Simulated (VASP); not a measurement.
Here is a VASP 6.6.1 calculation.

File INCAR:

```
PREC = Accurate ; ENCUT = 600
EDIFF = 1E-6 ; ISMEAR = 0
SIGMA = 0.1 ; LREAL = F
LASPH = T ; NELM = 100
ALGO = Normal ; ISIF = 3
LWAVE = F ; LCHARG = F
GGA = PE ; IVDW = 12
IBRION = 2 ; NSW = 90
EDIFFG = -0.04
```

Contents of KPOINTS:

```
regular mesh
0
Gamma
  6 4 4
```

Contents of POSCAR:

```
NaSe4
1.0
    2.6887620000      0.0000000000      0.0000000000
    0.0000000000      5.3775240000      0.0000000000
    0.0000000000      0.0000000000      7.3035884100
Na Se
1 4
Direct
    0.0000000000      0.0000000000      0.0000000000
    0.5000000000      0.2500000000      0.7515886600
    0.5000000000      0.7500000000      0.7515886600
    0.5000000000      0.2500000000      0.2484113400
    0.5000000000      0.7500000000      0.2484113400
```

Potentials or basis: VASP PAW PBE potentials, release 64 (Na_pv, Se).

The run is started by

```bash
$ cat potpaw_PBE.64/Na_pv/POTCAR potpaw_PBE.64/Se/POTCAR > POTCAR
$ mpirun -np 1 vasp_std > vasp.out
```

Predict the relaxed volume.

24.24 Å³/atom.

What does it give for the dispersion energy per atom?

-0.319 eV.

Final structure:
```yaml
crystal:
  lattice:
    - [2.87011, 0.00000, 0.00000]
    - [0.00000, 5.37814, 0.00000]
    - [0.00000, 0.00000, 7.85036]
  atoms:
    - { symbol: Na, position: [0.00000, 0.00000, 0.00000] }
    - { symbol: Se, position: [0.50000, 0.27987, 0.71749] }
    - { symbol: Se, position: [0.50000, 0.72013, 0.71749] }
    - { symbol: Se, position: [0.50000, 0.27987, 0.28251] }
    - { symbol: Se, position: [0.50000, 0.72013, 0.28251] }
```

Caveat: the k points lie up to 0.36 Å⁻¹ apart in the final cell, too coarse for converged energies and pressures of a metal.
